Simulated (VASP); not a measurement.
A run of VASP 6.6.1 is set up as follows.

Contents of INCAR:

```
SYSTEM = Re
PREC     = Accurate       ! precision mode
ENCUT    = 600            ! plane-wave cutoff, eV
EDIFF    = 1E-6           ! SCF threshold, eV
ISMEAR   = -1             ! smearing method
SIGMA    = 0.1            ! smearing width, eV
LREAL    = .False.        ! projectors in reciprocal space
LASPH    = .True.         ! aspherical terms in the spheres
NELM     = 120            ! most SCF steps
ALGO     = Normal         ! electronic algorithm
ISIF     = 2              ! what is computed and relaxed
LWAVE    = .False.        ! write WAVECAR
LCHARG   = .True.         ! write CHGCAR
GGA      = RP             ! functional
LELF     = .True.         ! ELF
LVHAR    = .True.       
NBANDS   = 10             ! bands
GGA_COMPAT= .False.
```

The input KPOINTS:

```
Automatic mesh
0
Gamma
  16 16 16
  0 0 0
```

Contents of POSCAR:

```
Re
1.0
   -1.5623284105      1.5623284105      1.5623284105
    1.5623284105     -1.5623284105      1.5623284105
    1.5623284105      1.5623284105     -1.5623284105
Re
1
Direct
    0.0000000000      0.0000000000      0.0000000000
```

Potentials or basis: VASP PAW PBE potentials, release 64 (Re).

Command:

```console
$ cat potpaw_PBE.64/Re/POTCAR > POTCAR
$ mpirun -np 1 vasp_std > vasp.out
```

Question: Estimate the pressure.

Answer: -0.3 GPa.

Question: What does it give for the band gap on the k mesh?

Answer: Zero (an odd number of electrons rules out a gap without spin polarisation).

Caveat: the PAW data sets were made with another functional, which shifts forces and pressure a little; spin-orbit coupling is left out, which moves the levels of the heavy elements.
